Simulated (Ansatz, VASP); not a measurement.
# Sn: VASP beside Ansatz

```
Sn
1.0
     4.41625    0.00000    0.00000
    -2.20812    3.82458    0.00000
     0.00000    0.00000    7.30523
Sn
4
Direct
  0.33333 0.66667 0.06303
  0.66667 0.33333 0.56303
  0.33333 0.66667 0.43697
  0.66667 0.33333 0.93697
```

Alike in both runs: task relaxation of cell and atoms; functional LDA; k mesh 12 × 12 × 6; occupations gaussian, width 0.01 eV; no spin polarisation.

|  | VASP | Ansatz |
| --- | --- | --- |
| version | VASP 6.6.1 | Ansatz 0.2.0 |
| potentials or method | VASP PAW LDA potentials, release 64 (Sn_d), cutoff 600 eV | scalar-relativistic, plane waves, PAW |
| valence electrons in the cell | 56 | 56 |

|  | VASP | Ansatz | Ansatz less VASP |
| --- | --- | --- | --- |
| gap on the k mesh at the Fermi level, each at its own relaxed structure (eV) | none | none | - |
| relaxed volume (Å³/atom) | 33.83 | 33.83 | +0.003 |
| relaxed length of the cell vector where the two differ most in proportion (Å) | 7.504 | 7.505 | +0.0013 |

LDA's correlation is that of Perdew and Zunger in VASP and of Perdew and Wang (1992) in Ansatz. A gap of «none» marks a metal or a gap that the smearing closes.
